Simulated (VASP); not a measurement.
Runs of VASP 6.6.1 on Na2S. The structure is that of space group Fm-3m (No. 225), or close to it. The cells are those of the table. 

| cell | k mesh | smearing | gap on the mesh (eV) | pressure (GPa) |
| --- | --- | --- | --- | --- |
| a = 4.485 Å, angles 60.0°, 3 atoms | 6 × 6 × 6 | gaussian 0.05 eV | 2.67 | 2.6 |
| a = 4.601 Å, angles 60.0°, 3 atoms | 4 × 4 × 4 | gaussian 0.05 eV | 2.41 | 0.0 |
| a = 4.664 Å, angles 60.0°, 3 atoms | 8 × 8 × 8 | gaussian 0.02 eV | (b) | (c) |
| a = 4.437 Å, angles 60.0°, 3 atoms | 6 × 6 × 6 | gaussian 0.05 eV | (a) | 4.0 |

Alike in all rows: task single point; level PBEsol; potentials or basis VASP PAW PBE potentials, release 64 (S, Na_pv); no spin polarisation; cutoff (eV) 500.

Estimate the missing entries.

(a) 2.79; (b) 2.29; (c) -1.1.

Caveats: the PAW data sets were made with another functional, which shifts forces and pressure a little.

A k mesh can miss the band edges.
